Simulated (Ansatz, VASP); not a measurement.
**One calculation of MgS, two programs**

The input INCAR:

```
PREC = Accurate
ENCUT = 520
EDIFF = 1E-6
ISMEAR = 0
SIGMA = 0.02
LREAL = F
LASPH = T
NELM = 60
ALGO = Normal
ISIF = 2
LWAVE = F
LCHARG = F
GGA = PS
NBANDS = 16
```

The input KPOINTS:

```
regular mesh
0
Gamma
  6 6 6
```

File POSCAR:

```
MgS
1.0
    2.4873346638      2.4873346638      0.0000000000
   -2.6183520275      2.6183520275      0.0000000000
    0.0000000000      0.0000000000      5.2194729106
Mg S
2 2
Direct
    0.0000000000      0.0000000000      0.0000000000
    0.5000000000      0.5000000000      0.5000000000
    0.5000000000      0.5000000000      0.0000000000
    0.0000000000      0.0000000000      0.5000000000
```

Input for Ansatz:

```yaml
crystal:
  lattice:
    - [2.4873346638, 2.4873346638, 0.0]
    - [-2.6183520275, 2.6183520275, 0.0]
    - [0.0, 0.0, 5.2194729106]
  atoms:
    - { symbol: Mg, position: [0.0, 0.0, 0.0] }
    - { symbol: Mg, position: [0.5, 0.5, 0.5] }
    - { symbol: S, position: [0.5, 0.5, 0.0] }
    - { symbol: S, position: [0.0, 0.0, 0.5] }
basis:
  ecutwfc: 420
kpoints:
  mp_grid: { grid: [6, 6, 6] }
  band_path: { path: [VBM, CBM], npoints: 2 }
hamiltonian:
  xc: pbesol
scf:
  occupations: { method: gaussian, width: 0.02 }
output:
  forces: true
  stress: true
  eigenvalues: true
checkpoint:
  read: start.run
  write: ck
  compress: false
  write_wavefunctions: false
  write_every: 100000
```

Alike in both runs: task single point; functional PBEsol; k mesh 6 × 6 × 6; occupations gaussian, width 0.02 eV; no spin polarisation.

|  | VASP | Ansatz |
| --- | --- | --- |
| version | VASP 6.6.1 | Ansatz 0.2.0 |
| potentials or method | VASP PAW PBE potentials, release 64 (Mg, S), cutoff 520 eV | scalar-relativistic, plane waves, PAW |
| valence electrons in the cell | 16 | 32 |

|  | VASP | Ansatz | Ansatz less VASP |
| --- | --- | --- | --- |
| gap on the k mesh at the Fermi level (eV) | 2.51 | 2.50 | -0.005 |
| least direct gap on the mesh (eV) | 2.51 | 2.50 | -0.005 |
| pressure (GPa) | 1.8 | 2.0 | +0.20 |
| traceless stress, the component that is largest in VASP (GPa) | 2.99 | 2.99 | -0.002 |

VASP's potentials were made for PBE, not for PBEsol. The functional is the same, so the differences come from potentials, cutoffs and numerics. VASP's potentials hold 16 valence electrons a cell and Ansatz's 32, so a difference there can come from the potentials and not from the codes.
